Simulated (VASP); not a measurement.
WS2, 6 atoms in the cell. It takes space group P6_3/mmc (No. 194, hexagonal). The conventional cell has a = 3.127 Å, b = 3.127 Å, c = 12.163 Å, α = 90.00°, β = 90.00°, γ = 120.00°. W (site symmetry -6m2) has 6 S at 2.39 Å and 6 W at 3.13 Å within 3.2 Å. Within 3.2 Å of S (site symmetry 3m) lie 3 W at 2.39 Å and 7 S at 3.12 to 3.13 Å. 

| Item | Value |
| --- | --- |
| Program | VASP 6.6.1 |
| Task | relaxation of cell and atoms |
| Functional | LDA |
| Potentials or basis | VASP PAW LDA potentials, release 64 (W_sv, S) |
| Cutoff | 500 eV |
| k mesh | 12 × 12 × 4 |
| Occupations | gaussian, width 0.02 eV |
| Spin | no spin polarisation |
| Dipole correction | no |
| Further INCAR settings | ALGO = Normal; EDIFF = 1e-07; IBRION = 2; EDIFFG = -0.005; NSW = 100; ISIF = 3 |

Potentials or basis: VASP PAW LDA potentials, release 64 (W_sv, S).

Command:

```bash
$ cat potpaw_LDA.64/W_sv/POTCAR potpaw_LDA.64/S/POTCAR > POTCAR
$ mpirun -np 1 vasp_std > vasp.out
```

Hardware: 1 thread of Intel(R) Xeon(R) 6975P-C (Granite Rapids) (shared host).

Problem. Estimate the wall time of this run.

Solution. Wall time 6.1 min on 1 thread of Intel(R) Xeon(R) 6975P-C (Granite Rapids), on a shared host, peak memory 0.28 GiB. Counts: scf iterations 90, k points 57, ion steps 13.
